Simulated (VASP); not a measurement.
# ZrB2 (P6/mmm) in VASP: notebook, part 2 of 2

VASP 6.6.1.

**3. Single point, r2SCAN**

This run uses another cell than the first one, of 9.88 Å³/atom, 1.021 times its volume.

The input, POSCAR:

```
ZrB2
1.0
    3.1244043880     -0.0000000029      0.0000000000
   -1.5622021915      2.7058135732      0.0000000000
    0.0000000000      0.0000000000      3.5045680400
Zr B
1 2
Direct
    0.0000000000      0.0000000000      0.0000000000
    0.3333333333      0.6666666667      0.5000000000
    0.6666666667      0.3333333333      0.5000000000
```

The input, INCAR.step1:

```
SYSTEM = ZrB2
PREC     = Accurate       ! precision mode
ENCUT    = 520            ! plane-wave cutoff, eV
ISMEAR   = -1             ! smearing method
SIGMA    = 0.1            ! smearing width, eV
LREAL    = .FALSE.        ! projectors in reciprocal space
LASPH    = .TRUE.         ! aspherical terms in the spheres
NELM     = 80             ! most SCF steps
NBANDS   = 16             ! bands
GGA      = PE             ! functional
ALGO     = Normal         ! electronic algorithm
EDIFF    = 1E-4           ! SCF threshold, eV
LWAVE    = .TRUE.         ! write WAVECAR
LCHARG   = .FALSE.        ! write CHGCAR
```

The input, INCAR.step2:

```
SYSTEM = ZrB2
PREC     = Accurate       ! precision mode
ENCUT    = 520            ! plane-wave cutoff, eV
EDIFF    = 1E-6           ! SCF threshold, eV
ISMEAR   = -1             ! smearing method
SIGMA    = 0.1            ! smearing width, eV
LREAL    = .FALSE.        ! projectors in reciprocal space
LASPH    = .TRUE.         ! aspherical terms in the spheres
NELM     = 80             ! most SCF steps
ALGO     = Normal         ! electronic algorithm
ISIF     = 2              ! what is computed and relaxed
LWAVE    = .FALSE.        ! write WAVECAR
LCHARG   = .TRUE.         ! write CHGCAR
METAGGA  = R2SCAN         ! meta-GGA
LMIXTAU  = .TRUE.       
LELF     = .TRUE.         ! ELF
LVHAR    = .TRUE.       
NBANDS   = 16             ! bands
ISTART   = 1
```

The input, KPOINTS:

```
Automatic mesh
0
G
  12 12 10
  0 0 0
```

Potentials or basis: VASP PAW PBE potentials, release 64 (Zr_sv, B).

The run is started by

```sh
$ cat potpaw_PBE.64/Zr_sv/POTCAR potpaw_PBE.64/B/POTCAR > POTCAR
$ cp INCAR.step1 INCAR
$ mpirun -np 1 vasp_std > vasp.out
$ cp INCAR.step2 INCAR
$ mpirun -np 1 vasp_std > vasp.out
```

OUTCAR:

```text
SYSTEM = ZrB2
   PREC = Accurate
   ENCUT = 520
   EDIFF = 1E-6
   ISMEAR = -1
   LREAL = .FALSE.
   LASPH = .TRUE.
   NELM = 80
   ISIF = 2
   METAGGA = R2SCAN
   ISTART = 1

 ion  position               nearest neighbor table
   1  0.000  0.000  0.000-   2 2.51   3 2.51   2 2.51   3 2.51   3 2.51   3 2.51   2 2.51   2 2.51
                             3 2.51   3 2.51   2 2.51   2 2.51
   2  0.333  0.667  0.500-   3 1.80   3 1.80   3 1.80   1 2.51   1 2.51   1 2.51   1 2.51   1 2.51
                             1 2.51
   3  0.667  0.333  0.500-   2 1.80   2 1.80   2 1.80   1 2.51   1 2.51   1 2.51   1 2.51   1 2.51
                             1 2.51

  LATTYP: Found a hexagonal cell.
 ALAT       =     3.1244043880
 C/A-ratio  =     1.1216755595

  Lattice vectors:

 A1 = (   3.1244043880,  -0.0000000029,   0.0000000000)
 A2 = (  -1.5622021915,   2.7058135732,   0.0000000000)
 A3 = (   0.0000000000,   0.0000000000,   3.5045680400)

Analysis of symmetry for initial positions (statically):
=====================================================================
 Subroutine PRICEL returns:
 Original cell was already a primitive cell.

 Routine SETGRP: Setting up the symmetry group for a
 hexagonal supercell.

 Subroutine GETGRP returns: Found 24 space group operations
 (whereof 24 operations were pure point group operations)
 out of a pool of 24 trial point group operations.

The static configuration has the point symmetry D_6h.

Analysis of symmetry for dynamics (positions and initial velocities):
=====================================================================
 Subroutine PRICEL returns:
 Original cell was already a primitive cell.

 Routine SETGRP: Setting up the symmetry group for a
 hexagonal supercell.

 Subroutine GETGRP returns: Found 24 space group operations
 (whereof 24 operations were pure point group operations)
[... 115 lines left out ...]
   NELECT =      18.0000    total number of electrons
   NUPDOWN=      -1.0000    fix difference up-down
   EMIN   =  10.00;   EMAX   =-10.00  energy-range for DOS
   EFERMI =   0.00;   METHOD = LEGACY
   ISMEAR =    -1;   SIGMA  =   0.10  broadening in eV -4-tet -1-fermi 0-gaus
   EFERMI_NEDOS =   21; number of points for ismear=-14 and -15
   IALGO  =     38    algorithm
   IMIX   =      4    mixing-type and parameters
     AMIX     =   0.40;   BMIX     =  1.00
     AMIX_MAG =   1.60;   BMIX_MAG =  1.00
  volume/ion in A,a.u.               =       9.88        66.65
  Fermi-wavevector in a.u.,A,eV,Ry     =   1.386540  2.620181 26.157115  1.922494
  Thomas-Fermi vector in A             =   2.510846
   LORBIT       =      0    0 simple, 1 ext, 2 COOP (PROOUT), +10 PAW based schemes
   METAGGA = R2SCAN    functional components
   LHFCALC =     F    Hartree Fock is set to
   AEXX    =    0.0000 exact exchange contribution
   IVDW    =     0    specifies the selected vdW correction
   LEPSILON=     F    determine dielectric tensor
   LRPA    =     F    only Hartree local field effects (RPA)
 non-spin polarized calculation
  energy-cutoff  :      520.00
  volume of cell :       29.63
 maximum number of plane-waves:       818
 NGX is ok and might be reduce to    24
   NGX = 11   NGY = 11   NGZ = 13

 number of electron      18.0000000 magnetization

 Free energy of the ion-electron system (eV)
  ---------------------------------------------------
  ext. energy  EPLUGINS =         0.00000000
  ---------------------------------------------------
  free energy    TOTEN  =       -40.60247999 eV

  energy without entropy =      -40.59417991  energy(sigma->0) =      -40.59832995

 E-fermi :  11.1255     XC(G=0): -13.5699

 val. band max:       11.0266729195   @ k =   0.1667   0.1667   0.2000
 cond. band min:      11.1746525169   @ k =   0.0833   0.0000   0.3000
 fundamental gap:      0.1479795973
 Fermi energy:        11.1255179124

 k-point     1 :       0.0000    0.0000    0.0000
  band No.  band energies     occupation
      1     -39.2358      2.00000
      2     -16.7577      2.00000
      3     -16.1091      2.00000
      4     -16.1091      2.00000
      5      -2.7689      2.00000
      6       8.2418      2.00000
[... 433 lines left out ...]
      3     -16.6300      2.00000
      4     -16.2962      2.00000
      5      -0.5418      2.00000
      6       4.0396      2.00000
[... 8 lines left out ...]
     15      19.5564      0.00000
     16      22.4926      0.00000

 [... further k-points ...]
[... 5 lines left out ...]
  --------------------------------------------------------------------------------------
  -------------------------------------------------------------------------------------
  Total        2.0631733      2.0631733      1.8681376     -0.0000000      0.0000000      0.0000000
  in kB      111.5698088    111.5698088    101.0229004     -0.0000000      0.0000000      0.0000000
  external PRESSURE =     108.0541727 kB  Pullay stress =       0.0000000 kB

 VOLUME and BASIS-vectors are now :
 -----------------------------------------------------------------------------
  energy-cutoff  :      520.00
  volume of cell :       29.63
      direct lattice vectors                 reciprocal lattice vectors
     3.124404388 -0.000000003  0.000000000     0.320061002  0.184787306  0.000000000
    -1.562202191  2.705813573  0.000000000     0.000000000  0.369574612  0.000000000
     0.000000000  0.000000000  3.504568040     0.000000000  0.000000000  0.285341871

 POSITION                                       TOTAL-FORCE (eV/Angst)
 -----------------------------------------------------------------------------------
      0.00000      0.00000      0.00000         0.000000      0.000000      0.000000
      0.00000      1.80388      1.75228        -0.000000      0.000000      0.000000
      1.56220      0.90194      1.75228         0.000000     -0.000000      0.000000
 -----------------------------------------------------------------------------------
    total drift:                               -0.000000      0.000000      0.000000

  FREE ENERGIE OF THE ION-ELECTRON SYSTEM (eV)
  ---------------------------------------------------
  free  energy   TOTEN  =       -40.6024799926 eV

  energy  without entropy=      -40.5941799053  energy(sigma->0) =      -40.59832995
```

OUTCAR.step1:

```text
SYSTEM = ZrB2
   PREC = Accurate
   ENCUT = 520
   ISMEAR = -1
   LREAL = .FALSE.
   LASPH = .TRUE.
   NELM = 80
[... 683 lines left out ...]
      0.00000      0.00000      0.00000         0.000000      0.000000     -0.000000
      0.00000      1.80388      1.75228        -0.000000      0.000000     -0.000000
      1.56220      0.90194      1.75228         0.000000     -0.000000      0.000000
 -----------------------------------------------------------------------------------
    total drift:                               -0.000000      0.000000      0.000000

  FREE ENERGIE OF THE ION-ELECTRON SYSTEM (eV)
  ---------------------------------------------------
  free  energy   TOTEN  =       -24.9432153223 eV

  energy  without entropy=      -24.9347548554  energy(sigma->0) =      -24.93898509
```

OSZICAR.step1:

```text
N       E                     dE             d eps       ncg     rms          rms(c)
DAV:   1     0.103771724667E+03    0.10377E+03   -0.97171E+03  3648   0.113E+03
DAV:   2    -0.235999717471E+02   -0.12737E+03   -0.12243E+03  4776   0.293E+02
DAV:   3    -0.276475506172E+02   -0.40476E+01   -0.40315E+01  5664   0.451E+01
DAV:   4    -0.277062585558E+02   -0.58708E-01   -0.58703E-01  4352   0.502E+00
DAV:   5    -0.277075259421E+02   -0.12674E-02   -0.12674E-02  5616   0.493E-01    0.232E+01
DAV:   6    -0.249924600150E+02    0.27151E+01   -0.59124E+00  4768   0.166E+01    0.947E+00
DAV:   7    -0.249435378352E+02    0.48922E-01   -0.63760E-01  4992   0.508E+00    0.344E+00
DAV:   8    -0.249478620901E+02   -0.43243E-02   -0.10730E-01  4384   0.265E+00    0.413E-01
DAV:   9    -0.249435200922E+02    0.43420E-02   -0.20572E-02  4440   0.108E+00    0.215E-01
DAV:  10    -0.249432116626E+02    0.30843E-03   -0.18038E-03  4336   0.396E-01    0.411E-02
DAV:  11    -0.249432153223E+02   -0.36596E-05   -0.56091E-05  2624   0.754E-02
   1 F= -.24943215E+02 E0= -.24938985E+02  d E =-.846047E-02
```

Wall time 2.2 min (1 thread of AMD EPYC 9R45 (Zen 5), shared host); peak memory 0.15 GiB.

Results:

| Property | Result |
| --- | --- |
| Free energy | -40.6025 eV |
| Pressure | 10.8 GPa |
| Band gap on the k mesh | zero (band 9 reaches 11.68 eV, above the bottom of band 10 at 10.42 eV) |

Caveat: the PAW data sets were made with another functional, which shifts forces and pressure a little.

**4. Single point, r2SCAN**

This run uses another cell than the first one, of 10.08 Å³/atom, 1.043 times its volume.

The input, POSCAR:

```
ZrB2
1.0
    3.1459526800      0.0000000000      0.0000000000
   -1.5729763400      2.7244749400      0.0000000000
    0.0000000000      0.0000000000      3.5287382400
Zr B
1 2
Direct
    0.0000000000      0.0000000000      0.0000000000
    0.3333333333      0.6666666667      0.5000000000
    0.6666666667      0.3333333333      0.5000000000
```

The input, INCAR.step1:

```
SYSTEM = ZrB2
ALGO = Normal
EDIFF = 1E-4
ENCUT = 520
GGA = PE
ISMEAR = -1
LASPH = .TRUE.
LCHARG = .FALSE.
LREAL = .FALSE.
LWAVE = .TRUE.
NBANDS = 16
NELM = 80
PREC = Accurate
SIGMA = 0.1
```

The input, INCAR.step2:

```
SYSTEM = ZrB2
ALGO = Normal
EDIFF = 1E-7
ENCUT = 520
ISIF = 2
ISMEAR = -1
ISTART = 1
LASPH = .TRUE.
LCHARG = .FALSE.
LMIXTAU = .TRUE.
LREAL = .FALSE.
LWAVE = .FALSE.
METAGGA = R2SCAN
NBANDS = 16
NELM = 80
PREC = Accurate
SIGMA = 0.1
```

The input, KPOINTS:

```
k-points
0
G
  12 12 10
  0 0 0
```

The run is started by

```sh
$ cat potpaw_PBE.64/Zr_sv/POTCAR potpaw_PBE.64/B/POTCAR > POTCAR
$ cp INCAR.step1 INCAR
$ mpirun -np 1 vasp_std > vasp.out
$ cp INCAR.step2 INCAR
$ mpirun -np 1 vasp_std > vasp.out
```

It took 2.2 min on 1 thread of AMD EPYC 9R45 (Zen 5), shared host; peak memory 0.16 GiB.

It converged, with:

```
Free energy            : -40.6333 eV
Pressure               : 5.2 GPa
Band gap on the k mesh : zero (band 9 reaches 11.43 eV, above the bottom of band 10 at 10.20 eV)
```

Stress tensor (GPa, compression positive):
```
5.36 0.00 0.00
0.00 5.36 0.00
0.00 0.00 4.77
```

Levels at points of the mesh, in eV from the Fermi level:
```
           k point  band 7  band 8  band 9  band 10  band 11  band 12
(0.00, 0.00, 0.00)   -2.84   -2.80   -2.72     3.62     3.62     4.40
(0.50, 0.00, 0.00)   -4.31   -3.38   -2.90     2.23     2.42     5.23
(0.00, 0.00, 0.50)   -1.10   -1.10    0.36     0.36     0.80     0.80
(0.50, 0.00, 0.50)   -5.00   -4.51   -2.29     3.92     4.26     5.60
```

Caveat: the PAW data sets were made with another functional, which shifts forces and pressure a little.

**5. Single point, r2SCAN**

This run uses another cell than the first one, of 10.29 Å³/atom, 1.064 times its volume.

The input, POSCAR:

```
ZrB2
1.0
    3.1672097700      0.0000000000      0.0000000000
   -1.5836048800      2.7428841200      0.0000000000
    0.0000000000      0.0000000000      3.5525817900
Zr B
1 2
Direct
    0.0000000000      0.0000000000      0.0000000000
    0.3333333300      0.6666666700      0.5000000000
    0.6666666700      0.3333333300      0.5000000000
```

The input, INCAR.step1:

```
PREC = Accurate ; ENCUT = 520
ISMEAR = -1 ; SIGMA = 0.1
LREAL = False ; LASPH = True
NELM = 100 ; NBANDS = 16
GGA = PE ; ALGO = Normal
EDIFF = 1E-4 ; LWAVE = True
LCHARG = False
```

The input, INCAR.step2:

```
PREC = Accurate ; ENCUT = 520
EDIFF = 1E-6 ; ISMEAR = -1
SIGMA = 0.1 ; LREAL = False
LASPH = True ; NELM = 100
ALGO = Normal ; ISIF = 2
LWAVE = False ; LCHARG = True
METAGGA = R2SCAN ; LMIXTAU = True
LELF = True ; LVHAR = True
NBANDS = 16 ; ISTART = 1
```

The input, KPOINTS:

```
Automatic mesh
0
Gamma
  12 12 10
```

The run is started by

```sh
$ cat potpaw_PBE.64/Zr_sv/POTCAR potpaw_PBE.64/B/POTCAR > POTCAR
$ cp INCAR.step1 INCAR
$ mpirun -np 1 vasp_std > vasp.out
$ cp INCAR.step2 INCAR
$ mpirun -np 1 vasp_std > vasp.out
```

Wall time 1.9 min (1 thread of AMD EPYC 9R45 (Zen 5), shared host); peak memory 0.16 GiB.

The run converged. Its results:

```
Free energy            : -40.6435 eV
Pressure               : 0.0 GPa
Band gap on the k mesh : zero (band 9 reaches 11.20 eV, above the bottom of band 10 at 9.99 eV)
```

Stress tensor (GPa, compression positive):
```
 0.08  0.00  0.00
 0.00  0.08  0.00
 0.00  0.00 -0.04
```

Levels at points of the mesh, in eV from the Fermi level:
```csv
k point,band 5,band 6,band 7,band 8,band 9,band 10,band 11,band 12,band 13,band 14
"(0.00, 0.00, 0.00)",-13.70,-2.80,-2.80,-2.75,-2.73,3.53,3.53,4.29,4.29,4.93
"(0.50, 0.00, 0.00)",-9.60,-9.30,-4.24,-3.35,-2.84,2.19,2.36,5.10,5.15,6.62
"(0.00, 0.00, 0.50)",-11.66,-7.48,-1.09,-1.09,0.35,0.35,0.78,0.78,1.80,5.26
"(0.50, 0.00, 0.50)",-10.71,-7.64,-4.92,-4.44,-2.34,3.82,4.15,5.45,6.32,6.67
```

Caveat: the PAW data sets were made with another functional, which shifts forces and pressure a little.

**6. Overview**

| cell | gap on the mesh (eV) | pressure (GPa) |
| --- | --- | --- |
| a = 3.103, b = 3.103, c = 3.480 Å, angles 90.0, 90.0, 120.0°, 3 atoms | none | 17.0 |
| a = 3.124, b = 3.124, c = 3.505 Å, angles 90.0, 90.0, 120.0°, 3 atoms | none | 10.8 |
| a = 3.146, b = 3.146, c = 3.529 Å, angles 90.0, 90.0, 120.0°, 3 atoms | none | 5.2 |
| a = 3.167, b = 3.167, c = 3.553 Å, angles 90.0, 90.0, 120.0°, 3 atoms | none | 0.0 |

Alike in all rows: task single point; level r2SCAN; potentials or basis VASP PAW PBE potentials, release 64 (Zr_sv, B); no spin polarisation; k mesh 12 × 12 × 10; cutoff (eV) 520; smearing fermi-dirac 0.1 eV.

Caveats: the PAW data sets were made with another functional, which shifts forces and pressure a little.

Absolute energies hang on the potentials; compare differences alone.
